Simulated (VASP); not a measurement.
Here is a VASP 6.6.1 calculation.

The input INCAR:

```
SYSTEM = Mg
  ALGO = Normal
  EDIFF = 1E-6
  ENCUT = 520
  GGA = PE
  ISIF = 2
  ISMEAR = -1
  LASPH = .TRUE.
  LCHARG = .TRUE.
  LELF = .TRUE.
  LREAL = .FALSE.
  LVHAR = .TRUE.
  LWAVE = .FALSE.
  NBANDS = 9
  NELM = 100
  PREC = Accurate
  SIGMA = 0.05
```

File KPOINTS:

```
k-points
0
G
  10 10 5
  0 0 0
```

Contents of POSCAR:

```
Mg
1.0
    3.1675732820      0.0000000000      0.0000000000
   -1.5837866410      2.7431989306      0.0000000000
    0.0000000000      0.0000000000      5.2968207595
Mg
2
Direct
    0.6666666667      0.3333333333      0.7500000000
    0.3333333333      0.6666666667      0.2500000000
```

Potentials or basis: VASP PAW PBE potentials, release 64 (Mg).

The run is started by

```console
$ cat potpaw_PBE.64/Mg/POTCAR > POTCAR
$ mpirun -np 1 vasp_std > vasp.out
```

Problem. What does it give for the band gap on the k mesh?

Solution. Zero (band 2 reaches 3.19 eV, above the bottom of band 3 at 1.11 eV).

Problem. What does it give for the pressure?

Solution. -0.1 GPa.
